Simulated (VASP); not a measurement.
# NaCl: single point with r2SCAN

The system is NaCl.

```
Na Cl
1.0
     0.00000    2.80279    2.80279
     2.80279    0.00000    2.80279
     2.80279    2.80279    0.00000
Na Cl
1 1
Direct
  0.00000 0.00000 0.00000
  0.50000 0.50000 0.50000
```

```
Program                : VASP 6.6.1
Task                   : single point
Functional             : r2SCAN
Potentials or basis    : VASP PAW PBE potentials, release 64 (Na_pv, Cl)
Cutoff                 : 520 eV
k mesh                 : 6 × 6 × 6
Occupations            : gaussian, width 0.01 eV
Spin                   : no spin polarisation
Dipole correction      : no
Further INCAR settings : ALGO = Normal; EDIFF = 1e-07; NBANDS = 14
```

| Quantity | Value |
| --- | --- |
| Pressure | -0.2 GPa |
| Band gap on the k mesh | 6.00 eV, direct |

Levels at points of the mesh, in eV from the valence-band top:
| k point | band 5 | band 6 | band 7 | band 8 | band 9 | band 10 |
| --- | --- | --- | --- | --- | --- | --- |
| (0.00, 0.00, 0.00) | 0.00 | 0.00 | 0.00 | 6.00 | 11.78 | 11.78 |
| (0.50, 0.00, 0.00) | -1.98 | -0.29 | -0.29 | 7.98 | 11.77 | 11.81 |
| (0.50, 0.50, 0.00) | -1.73 | -0.63 | -0.63 | 8.50 | 8.60 | 12.35 |

It took 33 s on 1 thread of Intel(R) Xeon(R) Platinum 8559C (Emerald Rapids) (shared host), peak memory 0.16 GiB.

Caveat: the PAW data sets were made with another functional, which shifts forces and pressure a little. r2SCAN opens gaps a little over a GGA but as a rule still falls short of measured ones.
